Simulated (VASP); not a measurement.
Write the native input for VASP 6.6.1 that does the following.

```yaml
Task: relaxation of cell and atoms
Functional: PBEsol
Potentials_or_basis: VASP PAW PBE potentials, release 64 (Ta_pv)
Cutoff: 600 eV
k_mesh: 8 × 8 × 8
Occupations: gaussian, width 0.1 eV
Spin: no spin polarisation
Dipole_correction: no
Further_INCAR_settings: ALGO = Normal; EDIFF = 1e-06; IBRION = 2; EDIFFG = -0.01; NSW = 100; ISIF = 3
```

The structure of Ta lies in POSCAR:

```
Ta
1.0
    5.2602079144      0.0000000000      0.0000000000
    0.0000000000      5.2602079144      0.0000000000
    0.0000000000      0.0000000000      5.2602079144
Ta
8
Direct
    0.5000000000      0.5000000000      0.5000000000
    0.0000000000      0.0000000000      0.0000000000
    0.2500000000      0.0000000000      0.5000000000
    0.5000000000      0.2500000000      0.0000000000
    0.5000000000      0.7500000000      0.0000000000
    0.7500000000      0.0000000000      0.5000000000
    0.0000000000      0.5000000000      0.7500000000
    0.0000000000      0.5000000000      0.2500000000
```

One way to write it, as run:

INCAR

```
PREC = Accurate ; ENCUT = 600
EDIFF = 1E-6 ; ISMEAR = 0
SIGMA = 0.1 ; LREAL = False
LASPH = True ; NELM = 100
ALGO = Normal ; ISIF = 3
LWAVE = False ; LCHARG = False
GGA = PS ; IBRION = 2
NSW = 100 ; EDIFFG = -0.01
```

KPOINTS

```
regular mesh
0
Gamma
  8 8 8
```

Potentials or basis: VASP PAW PBE potentials, release 64 (Ta_pv).

Run with:

```sh
$ cat potpaw_PBE.64/Ta_pv/POTCAR > POTCAR
$ mpirun -np 1 vasp_std > vasp.out
```

It gave:

```
Relaxed volume                        : 18.14 Å³/atom
Relaxed cell                          : a = 5.255 Å, b = 5.255 Å, c = 5.255 Å, α = 90.00°, β = 90.00°, γ = 90.00°
Space group after relaxing (to 0.1 Å) : Pm-3n (No. 223)
Energy gained by relaxing             : 0.1 meV/atom
Ionic steps                           : 3
Pressure after relaxing               : 0.0 GPa
Band gap on the k mesh                : zero (bands 44 and 45 overlap by 0.18 eV)
```

Caveat: the PAW data sets were made with another functional, which shifts forces and pressure a little; spin-orbit coupling is left out, which moves the levels of the heavy elements.

Wall time 15 min on 1 thread of Intel(R) Xeon(R) Platinum 8259CL CPU @ 2.50GHz (Skylake/Cascade Lake), with other jobs on the host, peak memory 0.41 GiB.
